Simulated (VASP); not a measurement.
Here is a VASP 6.6.1 calculation.

File INCAR:

```
PREC     = Accurate       # precision mode
ENCUT    = 520            # plane-wave cutoff, eV
EDIFF    = 1E-6           # SCF threshold, eV
ISMEAR   = -1             # smearing method
SIGMA    = 0.15           # smearing width, eV
LREAL    = False          # projectors in reciprocal space
LASPH    = True           # aspherical terms in the spheres
NELM     = 120            # most SCF steps
ALGO     = Normal         # electronic algorithm
ISIF     = 2              # what is computed and relaxed
LWAVE    = False          # write WAVECAR
LCHARG   = False          # write CHGCAR
GGA      = PE             # functional
IVDW     = 12             # dispersion correction
NBANDS   = 41             # bands
GGA_COMPAT= False        
NELMDL   = -8
```

File KPOINTS:

```
regular mesh
0
Gamma
  3 3 1
```

POSCAR

```
Al16O
1.0
    5.7275650000      0.0000000000      0.0000000000
    0.0000000000      5.7275650000      0.0000000000
    0.0000000000      0.0000000000     17.0750000000
Al O
16 1
Direct
    0.2499999564      0.2499999564      0.0585652123
    0.7500000436      0.2499999564      0.0585652123
    0.2499999564      0.7500000436      0.0585652123
    0.7500000436      0.7500000436      0.0585652123
   -0.0000441723      0.0001524208      0.1745793265
    0.4998635546     -0.0000452199      0.1746777160
   -0.0000420772      0.4998003515      0.1745795022
    0.4998632054      0.4999990397      0.1746771303
    0.2483317082      0.2499131830      0.2944811127
    0.7499639026      0.2499308170      0.2979991801
    0.2456890494      0.7499097784      0.2976770132
    0.7475864525      0.7499384119      0.2875729429
   -0.0150561364     -0.0119253121      0.4123293119
    0.5021261217     -0.0065209212      0.4096725037
   -0.0151350530      0.5118180239      0.4123352269
    0.5020493002      0.5062723863      0.4096709224
   -0.2081545997      0.7498062440      0.4600124744
```

Potentials or basis: VASP PAW PBE potentials, release 64 (Al, O).

The run is started by

```sh
$ cat potpaw_PBE.64/Al/POTCAR potpaw_PBE.64/O/POTCAR > POTCAR
$ mpirun -np 1 vasp_std > vasp.out
```

(1) Estimate the dispersion energy per atom.

(2) What does it give for the largest force?

(3) Estimate the band gap on the k mesh.

Results:

(1) -0.234 eV.

(2) 0.607 eV/Å.

(3) 0.12 eV (least direct gap 0.19 eV).
